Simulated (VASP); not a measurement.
Here is a VASP 6.6.1 calculation.

The input INCAR:

```
SYSTEM = CoSi2
PREC = Accurate ; ENCUT = 520
EDIFF = 1E-6 ; ISMEAR = 0
SIGMA = 0.05 ; LREAL = .False.
LASPH = .True. ; NELM = 80
ALGO = Normal ; ISIF = 2
LWAVE = .False. ; LCHARG = .False.
GGA = PE ; NBANDS = 16
```

KPOINTS

```
Automatic mesh
0
Gamma
  12 12 12
  0 0 0
```

The input POSCAR:

```
CoSi2
1.0
    0.0000000000      2.6798202460      2.6798202460
    2.6798202460      0.0000000000      2.6798202460
    2.6798202460      2.6798202460      0.0000000000
Co Si
1 2
Direct
    0.0000000000      0.0000000000      0.0000000000
    0.2500000000      0.2500000000      0.2500000000
    0.7500000000      0.7500000000      0.7500000000
```

Potentials or basis: VASP PAW PBE potentials, release 64 (Co, Si).

The run is started by

```bash
$ cat potpaw_PBE.64/Co/POTCAR potpaw_PBE.64/Si/POTCAR > POTCAR
$ mpirun -np 1 vasp_std > vasp.out
```

Task: Estimate the pressure.

Result: -0.2 GPa.

Spin polarisation is off, so any magnetic state and its effect on volume and gap are missing.
